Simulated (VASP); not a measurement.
Here is a VASP 6.6.1 calculation.

POSCAR

```
HfO2
1.0
    0.0000000000      2.5291609878      2.5291609878
    2.5291609878      0.0000000000      2.5291609878
    2.5291609878      2.5291609878      0.0000000000
Hf O
1 2
Direct
    0.0000000000      0.0000000000      0.0000000000
    0.2500000000      0.2500000000      0.2500000000
    0.7500000000      0.7500000000      0.7500000000
```

INCAR.step1

```
SYSTEM = HfO2
  ALGO = Normal
  EDIFF = 1E-4
  ENCUT = 520
  GGA = PE
  ISMEAR = 0
  LASPH = .True.
  LCHARG = .False.
  LREAL = .False.
  LWAVE = .True.
  NBANDS = 18
  NELM = 80
  PREC = Accurate
  SIGMA = 0.05
```

File INCAR.step2:

```
SYSTEM = HfO2
  ALGO = Normal
  EDIFF = 1E-6
  ENCUT = 520
  ISIF = 2
  ISMEAR = 0
  ISTART = 1
  LASPH = .True.
  LCHARG = .False.
  LMIXTAU = .True.
  LREAL = .False.
  LWAVE = .False.
  METAGGA = R2SCAN
  NBANDS = 18
  NELM = 80
  PREC = Accurate
  SIGMA = 0.05
```

KPOINTS

```
k-points
0
Gamma
  8 8 8
  0 0 0
```

Potentials or basis: VASP PAW PBE potentials, release 64 (Hf_pv, O).

The run is started by

```sh
$ cat potpaw_PBE.64/Hf_pv/POTCAR potpaw_PBE.64/O/POTCAR > POTCAR
$ cp INCAR.step1 INCAR
$ mpirun -np 1 vasp_std > vasp.out
$ cp INCAR.step2 INCAR
$ mpirun -np 1 vasp_std > vasp.out
```

**Question.** Estimate the pressure.

**Answer.** -3.9 GPa.

**Question.** Predict the band gap on the k mesh.

**Answer.** 4.32 eV, direct.

Caveat: the PAW data sets were made with another functional, which shifts forces and pressure a little; spin-orbit coupling is left out, which moves the levels of the heavy elements. A k mesh can miss the band edges.
